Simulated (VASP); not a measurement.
Input of a VASP 6.6.1 run:

File INCAR:

```
SYSTEM = Li4SiN
  ALGO = Normal
  EDIFF = 1E-6
  EDIFFG = -0.04
  ENCUT = 600
  GGA = PE
  IBRION = 2
  ISIF = 3
  ISMEAR = 0
  LASPH = .TRUE.
  LCHARG = .FALSE.
  LREAL = .FALSE.
  LWAVE = .FALSE.
  NELM = 60
  NSW = 90
  PREC = Accurate
  SIGMA = 0.1
```

KPOINTS

```
k-points
0
G
  4 4 6
  0 0 0
```

Contents of POSCAR:

```
Li4SiN
1.0
    5.7417731659      0.0000000000      0.0000000000
    0.0000000000      5.7417731659      0.0000000000
    0.0000000000      0.0000000000      2.4939330970
Li Si N
4 1 1
Direct
    0.6967965401      0.6967965401      0.5000000000
    0.3032034599      0.3032034599      0.5000000000
    0.3032034599      0.6967965401      0.5000000000
    0.6967965401      0.3032034599      0.5000000000
    0.0000000000      0.0000000000      0.0000000000
    0.5000000000      0.5000000000      0.0000000000
```

Potentials or basis: VASP PAW PBE potentials, release 64 (Li_sv, Si, N).

Command:

```console
$ cat potpaw_PBE.64/Li_sv/POTCAR potpaw_PBE.64/Si/POTCAR potpaw_PBE.64/N/POTCAR > POTCAR
$ mpirun -np 1 vasp_std > vasp.out
```

(1) Estimate the relaxed cell.

(2) Estimate the space group after relaxing (to 0.05 Å).

(3) What does it give for the relaxed volume?

Answers

(1) a = 5.758 Å, b = 5.758 Å, c = 2.444 Å, α = 90.00°, β = 90.00°, γ = 90.00°.

(2) P4/mmm (No. 123).

(3) 13.50 Å³/atom.

Caveat: the k points lie up to 0.43 Å⁻¹ apart in the final cell; the cutoff is under 1.25 times the usual one of these potentials, so pressure, stress and relaxed cells hold a basis-set (Pulay) error.
